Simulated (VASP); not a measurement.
# F (Fd-3m) in VASP: single point with PBE

Aim: the single point of F with PBE.

Program: VASP 6.6.1. These are calculated values, not measurements. Logs are shortened: lines on timing, memory, paths and dates and some standing lists are left out, and cuts for length are marked.

## 1. The cell of the first run

It takes space group Fd-3m (No. 227, cubic). The conventional cell has a = 4.741 Å, b = 4.741 Å, c = 4.741 Å, α = 90.00°, β = 90.00°, γ = 90.00°. F (site symmetry -43m) has 4 F at 2.05 Å within 2.7 Å.

## 2. Single point, PBE (volume scaled by 0.92)

INCAR reads:

```
PREC = Accurate ; ENCUT = 520
EDIFF = 1E-6 ; ISMEAR = -1
SIGMA = 0.05 ; LREAL = F
LASPH = T ; NELM = 60
ALGO = Normal ; ISIF = 2
LWAVE = F ; LCHARG = T
GGA = PE ; LELF = T
LVHAR = T ; NBANDS = 14
```

KPOINTS reads:

```
regular mesh
0
Gamma
  13 13 13
```

POSCAR reads:

```
F
1.0
    0.0000000000      2.3705347475      2.3705347475
    2.3705347475      0.0000000000      2.3705347475
    2.3705347475      2.3705347475      0.0000000000
F
2
Direct
   -0.1250000000     -0.1250000000     -0.1250000000
    0.1250000000      0.1250000000      0.1250000000
```

Potentials or basis: VASP PAW PBE potentials, release 64 (F).

Run with:

```
> cat potpaw_PBE.64/F/POTCAR > POTCAR
> mpirun -np 1 vasp_std > vasp.out
```

OUTCAR:

```text
PREC = Accurate
   ENCUT = 520
   EDIFF = 1E-6
   ISMEAR = -1
   LREAL = F
   LASPH = T
   NELM = 60
   ISIF = 2
   GGA = PE

 ion  position               nearest neighbor table
   1  0.875  0.875  0.875-
   2  0.125  0.125  0.125-

  LATTYP: Found a face centered cubic cell.
 ALAT       =     4.7410694950

  Lattice vectors:

 A1 = (   0.0000000000,   2.3705347475,   2.3705347475)
 A2 = (   2.3705347475,   0.0000000000,   2.3705347475)
 A3 = (   2.3705347475,   2.3705347475,   0.0000000000)

Analysis of symmetry for initial positions (statically):
=====================================================================
 Subroutine PRICEL returns:
 Original cell was already a primitive cell.

 Routine SETGRP: Setting up the symmetry group for a
 face centered cubic supercell.

 Subroutine GETGRP returns: Found 48 space group operations
 (whereof 12 operations were pure point group operations)
 out of a pool of 48 trial point group operations.

The static configuration has the point symmetry D_3d.
 The point group associated with its full space group is O_h .

Analysis of symmetry for dynamics (positions and initial velocities):
=====================================================================
 Subroutine PRICEL returns:
 Original cell was already a primitive cell.

 Routine SETGRP: Setting up the symmetry group for a
 face centered cubic supercell.

 Subroutine GETGRP returns: Found 48 space group operations
 (whereof 12 operations were pure point group operations)
 out of a pool of 48 trial point group operations.

The dynamic configuration has the point symmetry D_3d.
 The point group associated with its full space group is O_h .

 Subroutine INISYM returns: Found 48 space group operations
 (whereof 12 operations are pure point group operations),
 and found     1 'primitive' translations

----------------------------------------------------------------------------------------

                                     Primitive cell

  volume of cell :      26.6421

  direct lattice vectors                    reciprocal lattice vectors
     0.000000000  2.370534747  2.370534747    -0.210922873  0.210922873  0.210922873
     2.370534747  0.000000000  2.370534747     0.210922873 -0.210922873  0.210922873
     2.370534747  2.370534747  0.000000000     0.210922873  0.210922873 -0.210922873

  length of vectors
     3.352442390  3.352442390  3.352442390     0.365329133  0.365329133  0.365329133

  position of ions in fractional coordinates (direct lattice)
     0.875000000  0.875000000  0.875000000
     0.125000000  0.125000000  0.125000000

  ion indices of the primitive-cell ions
   primitive index   ion index
                 1           1
                 2           2

----------------------------------------------------------------------------------------

 KPOINTS: regular mesh

Automatic generation of k-mesh.
 Grid dimensions read from file:
 generate k-points for:   13   13   13

 Generating k-lattice:

  Cartesian coordinates                     Fractional coordinates (reciprocal lattice)
    -0.016224836  0.016224836  0.016224836     0.076923077  0.000000000  0.000000000
     0.016224836 -0.016224836  0.016224836     0.000000000  0.076923077  0.000000000
     0.016224836  0.016224836 -0.016224836     0.000000000  0.000000000  0.076923077

  Length of vectors
     0.028102241  0.028102241  0.028102241

  Shift w.r.t. Gamma in fractional coordinates (k-lattice)
     0.000000000  0.000000000  0.000000000

 Subroutine IBZKPT returns following result:
 ===========================================

 Found     84 irreducible k-points:

 Following reciprocal coordinates:
            Coordinates               Weight
  0.000000  0.000000  0.000000      1.000000
  0.076923  0.000000  0.000000      8.000000
  0.153846  0.000000  0.000000      8.000000
  0.230769  0.000000  0.000000      8.000000
  0.307692  0.000000  0.000000      8.000000
  0.384615  0.000000  0.000000      8.000000
[... 16 lines left out ...]
  0.384615  0.153846  0.000000     24.000000
  0.461538  0.153846  0.000000     24.000000
 [... further k-points ...]
   k-points           NKPTS =     84   k-points in BZ     NKDIM =     84   number of bands    NBANDS=     14
   number of dos      NEDOS =    301   number of ions     NIONS =      2
   total plane-waves  NPLWV =  21952
   dimension x,y,z NGX =    28 NGY =   28 NGZ =   28
   dimension x,y,z NGXF=    56 NGYF=   56 NGZF=   56
   ions per type =               2
   NGX,Y,Z   is equivalent  to a cutoff of  13.89, 13.89, 13.89 a.u.
   NGXF,Y,Z  is equivalent  to a cutoff of  27.77, 27.77, 27.77 a.u.
 SYSTEM =  unknown system
   PREC   = accura    normal or accurate (medium, high low for compatibility)
   ISTART =      0    job   : 0-new  1-cont  2-samecut
   ICHARG =      2    charge: 1-file 2-atom 10-const
   ISPIN  =      1    spin polarized calculation?
   LNONCOLLINEAR =      F non collinear calculations
   LSORBIT =      F    spin-orbit coupling
   LASPH  =      T    aspherical Exc in radial PAW
   ENCUT  =  520.0 eV  38.22 Ry    6.18 a.u.   6.23  6.23  6.23*2*pi/ulx,y,z
   NELM   =     60;   NELMIN=  2; NELMDL= -5     # of ELM steps
   EDIFF  = 0.1E-05   stopping-criterion for ELM
   LREAL  =      F    real-space projection
   EDIFFG = 0.1E-04   stopping-criterion for IOM
   NSW    =      0    number of steps for IOM
   IBRION =     -1    ionic relax: 0-MD 1-quasi-New 2-CG
   NFREE  =      0    steps in history (QN), initial steepest desc. (CG)
   ISIF   =      2    stress and relaxation
   ISYM   =      2    0-nonsym 1-usesym 2-fastsym
   POTIM  = 0.5000    time-step for ionic-motion
   TEBEG  =    0.0;   TEEND  =   0.0 temperature during run
   PSTRESS=    0.0 pullay stress
   NELECT =      14.0000    total number of electrons
   NUPDOWN=      -1.0000    fix difference up-down
   EMIN   =  10.00;   EMAX   =-10.00  energy-range for DOS
   EFERMI =   0.00;   METHOD = LEGACY
   ISMEAR =    -1;   SIGMA  =   0.05  broadening in eV -4-tet -1-fermi 0-gaus
   EFERMI_NEDOS =   21; number of points for ismear=-14 and -15
   IALGO  =     38    algorithm
   IMIX   =      4    mixing-type and parameters
     AMIX     =   0.40;   BMIX     =  1.00
     AMIX_MAG =   1.60;   BMIX_MAG =  1.00
  volume/ion in A,a.u.               =      13.32        89.89
  Fermi-wavevector in a.u.,A,eV,Ry     =   1.321076  2.496472 23.745462  1.745242
  Thomas-Fermi vector in A             =   2.450856
   LORBIT       =      0    0 simple, 1 ext, 2 COOP (PROOUT), +10 PAW based schemes
   GGA     = PE    functional components
   LHFCALC =     F    Hartree Fock is set to
   AEXX    =    0.0000 exact exchange contribution
   IVDW    =     0    specifies the selected vdW correction
   LEPSILON=     F    determine dielectric tensor
   LRPA    =     F    only Hartree local field effects (RPA)
 non-spin polarized calculation
  energy-cutoff  :      520.00
  volume of cell :       26.64
 maximum number of plane-waves:       726
 NGX is ok and might be reduce to    28
   NGX = 13   NGY = 13   NGZ = 13

 number of electron      13.9999989 magnetization

 Free energy of the ion-electron system (eV)
  ---------------------------------------------------
  ext. energy  EPLUGINS =         0.00000000
  ---------------------------------------------------
  free energy    TOTEN  =        -1.90278235 eV

  energy without entropy =       -1.85623942  energy(sigma->0) =       -1.87951088

 E-fermi :  -4.2795     XC(G=0):  -8.4862

 val. band max:       -4.2858551693   @ k =  -0.3077   0.1538   0.0000
 cond. band min:      -4.2775396979   @ k =   0.4615   0.2308   0.0000
 fundamental gap:      0.0083154714
 Fermi energy:        -4.2794620962

 k-point     1 :       0.0000    0.0000    0.0000
  band No.  band energies     occupation
      1     -26.7507      2.00000
      2     -23.4437      2.00000
      3      -7.0660      2.00000
      4      -7.0660      2.00000
      5      -7.0660      2.00000
      6      -5.0938      2.00000
      7      -5.0938      2.00000
      8      -5.0938      2.00000
      9       5.7942      0.00000
     10      20.4930      0.00000
     11      20.4930      0.00000
     12      20.4930      0.00000
     13      21.7076      0.00000
     14      21.7076      0.00000

 k-point     2 :       0.0769    0.0000    0.0000
  band No.  band energies     occupation
      1     -26.7169      2.00000
      2     -23.4835      2.00000
      3      -7.1123      2.00000
      4      -7.1036      2.00000
      5      -7.1036      2.00000
      6      -5.0804      2.00000
      7      -5.0546      2.00000
      8      -5.0546      2.00000
      9       5.9553      0.00000
     10      19.4285      0.00000
     11      19.8857      0.00000
     12      19.8857      0.00000
     13      22.0600      0.00000
     14      22.0602      0.00000

 k-point     3 :       0.1538    0.0000    0.0000
  band No.  band energies     occupation
      1     -26.6186      2.00000
      2     -23.5981      2.00000
      3      -7.2496      2.00000
      4      -7.2006      2.00000
      5      -7.2006      2.00000
      6      -5.0259      2.00000
      7      -4.9536      2.00000
      8      -4.9536      2.00000
      9       6.4106      0.00000
     10      17.7513      0.00000
     11      19.0617      0.00000
     12      19.0617      0.00000
     13      22.1117      0.00000
     14      22.3121      0.00000
[... 324 lines left out ...]
 k-point    23 :       0.3846    0.1538    0.0000
  band No.  band energies     occupation
      1     -26.1006      2.00000
      2     -24.1839      2.00000
      3      -8.0189      2.00000
      4      -7.7034      2.00000
      5      -7.0093      2.00000
      6      -5.2605      2.00000
      7      -4.4476      1.93304
      8      -4.3582      1.65699
      9       8.5405      0.00000
     10      13.5397      0.00000
     11      17.0447      0.00000
     12      18.1516      0.00000
     13      21.9136      0.00000
     14      23.8120      0.00000

 k-point    24 :       0.4615    0.1538    0.0000
  band No.  band energies     occupation
      1     -25.9263      2.00000
      2     -24.3731      2.00000
      3      -8.2051      2.00000
      4      -7.7321      2.00000
      5      -7.0768      2.00000
      6      -5.1393      2.00000
      7      -4.4131      1.87069
      8      -4.2586      0.79445
      9       9.3251      0.00000
     10      12.5726      0.00000
     11      16.6329      0.00000
     12      17.7836      0.00000
     13      22.4010      0.00000
     14      24.1211      0.00000

 [... further k-points ...]

------------------------ aborting loop because EDIFF is reached ----------------------------------------

  FORCE on cell =-STRESS in cart. coord.  units (eV):
  Direction    XX          YY          ZZ          XY          YZ          ZX
  --------------------------------------------------------------------------------------
  -------------------------------------------------------------------------------------
  Total        0.5732052      0.5732052      0.5732052      0.0000000      0.0000000     -0.0000000
  in kB       34.4708286     34.4708286     34.4708286      0.0000000      0.0000000     -0.0000000
  external PRESSURE =      34.4708286 kB  Pullay stress =       0.0000000 kB

 VOLUME and BASIS-vectors are now :
 -----------------------------------------------------------------------------
  energy-cutoff  :      520.00
  volume of cell :       26.64
      direct lattice vectors                 reciprocal lattice vectors
     0.000000000  2.370534747  2.370534747    -0.210922873  0.210922873  0.210922873
     2.370534747  0.000000000  2.370534747     0.210922873 -0.210922873  0.210922873
     2.370534747  2.370534747  0.000000000     0.210922873  0.210922873 -0.210922873

 POSITION                                       TOTAL-FORCE (eV/Angst)
 -----------------------------------------------------------------------------------
      4.14844      4.14844      4.14844         0.000000      0.000000      0.000000
      0.59263      0.59263      0.59263        -0.000000     -0.000000     -0.000000
 -----------------------------------------------------------------------------------
    total drift:                                0.000000      0.000000     -0.000000

  FREE ENERGIE OF THE ION-ELECTRON SYSTEM (eV)
  ---------------------------------------------------
  free  energy   TOTEN  =        -1.9027823454 eV

  energy  without entropy=       -1.8562394236  energy(sigma->0) =       -1.87951088
```

Run time: 10 s. Hardware: 1 thread of Intel Xeon 6975P-C (Granite Rapids), shared host; peak memory 0.15 GiB.

Results:

- Free energy: -1.9028 eV
- Pressure: 3.4 GPa
- Band gap on the k mesh: zero (band 7 reaches -4.00 eV, above the bottom of band 8 at -5.09 eV)
